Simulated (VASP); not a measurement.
Bi2Se3: single point with LDA

Bi2Se3:

```
CELL_PARAMETERS angstrom
2.07150 1.19598 9.54533
-2.07150 1.19598 9.54533
0.00000 -2.39196 9.54533
ATOMIC_POSITIONS crystal
Bi 0.59920 0.59920 0.59920
Bi 0.40080 0.40080 0.40080
Se 0.78830 0.78830 0.78830
Se 0.21170 0.21170 0.21170
Se 0.00000 0.00000 0.00000
```

```yaml
Program: VASP 6.6.1
Task: single point
Functional: LDA
Potentials_or_basis: VASP PAW LDA potentials, release 64 (Bi_d, Se)
Cutoff: 520 eV
k_mesh: 8 × 8 × 8
Occupations: fermi-dirac, width 0.05 eV
Spin: no spin polarisation
```

```
Pressure               : -1.7 GPa
Largest force          : 0.136 eV/Å
Band gap on the k mesh : 0.09 eV
```

Forces in eV/Å, atoms in the order of the input:
```
Bi   0.000  0.000  0.136
Bi   0.000  0.000 -0.136
Se   0.000  0.000  0.019
Se   0.000  0.000 -0.019
Se   0.000  0.000  0.000
```

Stress tensor (GPa, compression positive):
```
-1.61  0.00  0.00
 0.00 -1.61  0.00
 0.00  0.00 -1.74
```

Levels at points of the mesh, in eV from the valence-band top:
```csv
k point,band 20,band 21,band 22,band 23,band 24,band 25,band 26,band 27,band 28,band 29
"(0.00, 0.00, 0.00)",-1.87,-1.87,-1.19,-1.19,0.00,0.09,1.32,1.32,2.03,2.64
"(0.50, 0.00, 0.00)",-3.04,-3.03,-2.17,-1.22,-0.56,0.73,1.86,2.86,3.09,4.01
"(0.50, 0.50, 0.00)",-2.59,-1.93,-1.90,-1.63,-1.01,1.25,1.88,2.54,2.90,3.45
"(0.50, 0.50, 0.50)",-1.63,-1.60,-1.37,-1.37,-0.49,0.55,1.64,1.64,1.97,2.30
```

Run time: 31 min on 1 thread of Intel Xeon 8259CL, with other jobs on the host, peak memory 0.83 GiB.

Caveat: spin-orbit coupling is left out, which moves the levels of the heavy elements. A k mesh can miss the band edges.
